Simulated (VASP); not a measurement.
Set up this calculation in VASP 6.6.1, as the native input.

```yaml
Task: single point
Functional: LDA
Potentials_or_basis: VASP PAW LDA potentials, release 64 (Al, Au)
Cutoff: 520 eV
k_mesh: 11 × 11 × 11
Occupations: fermi-dirac, width 0.05 eV
Spin: no spin polarisation
Dipole_correction: no
Further_INCAR_settings: ALGO = Normal; EDIFF = 1e-06; NBANDS = 16
```

The structure of Al2Au lies in POSCAR:

```
Al2Au
1.0
    0.0000000000      2.9594544892      2.9594544892
    2.9594544892      0.0000000000      2.9594544892
    2.9594544892      2.9594544892      0.0000000000
Al Au
2 1
Direct
    0.2500000000      0.2500000000      0.2500000000
    0.7500000000      0.7500000000      0.7500000000
    0.0000000000      0.0000000000      0.0000000000
```

These files were run (other wordings do the same):

INCAR

```
SYSTEM = Al2Au
  ALGO = Normal
  EDIFF = 1E-6
  ENCUT = 520
  ISIF = 2
  ISMEAR = -1
  LASPH = .True.
  LCHARG = .False.
  LREAL = .False.
  LWAVE = .False.
  NBANDS = 16
  NELM = 100
  PREC = Accurate
  SIGMA = 0.05
```

KPOINTS

```
k-points
0
Gamma
  11 11 11
  0 0 0
```

Potentials or basis: VASP PAW LDA potentials, release 64 (Al, Au).

Run with:

```bash
$ cat potpaw_LDA.64/Al/POTCAR potpaw_LDA.64/Au/POTCAR > POTCAR
$ mpirun -np 1 vasp_std > vasp.out
```

It gave:

The pressure is 2.6 GPa and the band gap on the k mesh is zero (an odd number of electrons rules out a gap without spin polarisation).

Caveat: spin-orbit coupling is left out, which moves the levels of the heavy elements.

Wall time 28 s on 1 thread of Intel Xeon 8259CL, with other jobs on the host, peak memory 0.18 GiB.
